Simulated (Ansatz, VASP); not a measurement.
## One calculation of SiAu3, two programs

```xyz
4
Lattice="0.0000 3.3290 3.3290 3.3290 0.0000 3.3290 3.3290 3.3290 0.0000" Properties=species:S:1:pos:R:3 pbc="T T T"
Si    0.0000    0.0000    0.0000
Au    1.6645    1.6645    1.6645
Au    4.9935    4.9935    4.9935
Au    3.3290    3.3290    3.3290
```

Alike in both runs: task single point; functional PBE; k mesh 6 × 6 × 6; occupations fermi-dirac, width 0.1 eV; no spin polarisation.

|  | VASP | Ansatz |
| --- | --- | --- |
| version | VASP 6.6.1 | Ansatz 0.2.0 |
| potentials or method | VASP PAW PBE potentials, release 64 (Si, Au), cutoff 520 eV | plane waves, PAW |
| valence electrons in the cell | 37 | 61 |

|  | VASP | Ansatz | Ansatz less VASP |
| --- | --- | --- | --- |
| pressure (GPa) | -5.0 | -4.8 | +0.16 |

VASP's potentials hold 37 valence electrons a cell and Ansatz's 61, so a difference there can come from the potentials and not from the codes.

Spin-orbit coupling is off throughout.
